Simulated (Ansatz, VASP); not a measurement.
# KF: VASP beside Ansatz

File INCAR:

```
SYSTEM = KF
ALGO = Normal
EDIFF = 1E-6
ENCUT = 600
GGA = PE
GGA_COMPAT = .FALSE.
ISIF = 2
ISMEAR = 1
LASPH = .TRUE.
LCHARG = .FALSE.
LDAU = .TRUE.
LDAUJ = 0 0
LDAUL = -1 1
LDAUPRINT = 1
LDAUTYPE = 2
LDAUU = 0 4.2
LREAL = .FALSE.
LWAVE = .FALSE.
NBANDS = 15
NELM = 200
PREC = Accurate
SIGMA = 0.26
```

Contents of KPOINTS:

```
k-points
0
G
  8 8 8
  0 0 0
```

The input POSCAR:

```
KF
1.0
    0.0000000000      2.6544134050      2.6544134050
    2.6544134050      0.0000000000      2.6544134050
    2.6544134050      2.6544134050      0.0000000000
K F
1 1
Direct
    0.0000000000      0.0000000000      0.0000000000
    0.5000000000      0.5000000000      0.5000000000
```

Input for Ansatz:

```yaml
crystal:
  lattice:
    - [0.0, 2.654413405, 2.654413405]
    - [2.654413405, 0.0, 2.654413405]
    - [2.654413405, 2.654413405, 0.0]
  atoms:
    - { symbol: K, position: [0.0, 0.0, 0.0] }
    - { symbol: F, position: [0.5, 0.5, 0.5] }
basis:
  ecutwfc: 420
kpoints:
  mp_grid: { grid: [8, 8, 8] }
hamiltonian:
  xc: pbe
  hubbard:
    sites: [{ species: F, l: p, u_eff: 4.2 }]
    projectors: ortho-atomic
scf:
  occupations: { method: methfessel_paxton, width: 0.26 }
output:
  forces: true
  stress: true
  eigenvalues: true
```

Alike in both runs: task single point; functional PBE; k mesh 8 × 8 × 8; occupations methfessel-paxton of order 1, width 0.26 eV; no spin polarisation; Hubbard terms F p U = 4.2 eV.

|  | VASP | Ansatz |
| --- | --- | --- |
| version | VASP 6.6.1 | Ansatz 0.2.0 |
| potentials or method | VASP PAW PBE potentials, release 64 (K_sv, F), cutoff 600 eV | scalar-relativistic, plane waves, PAW |
| valence electrons in the cell | 16 | 16 |

|  | VASP | Ansatz | Ansatz less VASP |
| --- | --- | --- | --- |
| gap on the k mesh at the Fermi level (eV) | 6.67 | 7.95 | +1.287 |
| least direct gap on the mesh (eV) | 6.67 | 7.95 | +1.287 |
| pressure (GPa) | 1.2 | 1.8 | +0.53 |

The programs project onto different local orbitals, so the same U acts differently, and such runs can settle in different states.
